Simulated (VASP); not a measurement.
Set up this calculation in VASP 6.6.1, as the native input.

```
Task                   : single point
Functional             : PBE
Potentials or basis    : VASP PAW PBE potentials, release 64 (Li_sv, S)
Cutoff                 : 750 eV
k mesh                 : 8 × 8 × 8
Occupations            : gaussian, width 0.02 eV
Spin                   : no spin polarisation
Dipole correction      : no
Further INCAR settings : ALGO = Normal; EDIFF = 1e-06; NBANDS = 13
```

The structure of Li2S lies in POSCAR:

```
Li2S
1.0
    0.0000000000      2.7945788875      2.7945788875
    2.7945788875      0.0000000000      2.7945788875
    2.7945788875      2.7945788875      0.0000000000
Li S
2 1
Direct
    0.2500000000      0.2500000000      0.2500000000
    0.7500000000      0.7500000000      0.7500000000
    0.0000000000      0.0000000000      0.0000000000
```

This cell differs from its parent crystal: volume scaled by 0.94.

One way to write it, as run:

INCAR

```
PREC = Accurate
ENCUT = 750
EDIFF = 1E-6
ISMEAR = 0
SIGMA = 0.02
LREAL = False
LASPH = True
NELM = 120
ALGO = Normal
ISIF = 2
LWAVE = False
LCHARG = False
GGA = PE
NBANDS = 13
GGA_COMPAT = False
```

KPOINTS

```
Automatic mesh
0
Gamma
  8 8 8
```

Potentials or basis: VASP PAW PBE potentials, release 64 (Li_sv, S).

Run with:

```bash
$ cat potpaw_PBE.64/Li_sv/POTCAR potpaw_PBE.64/S/POTCAR > POTCAR
$ mpirun -np 1 vasp_std > vasp.out
```

It gave:

```
Pressure               : 2.7 GPa
Band gap on the k mesh : 3.35 eV, indirect (least direct gap 4.57 eV)
```

It took 39 s on 1 thread of AMD EPYC 7R43 64-Core Processor (Zen 3), with other jobs on the host, peak memory 0.17 GiB.
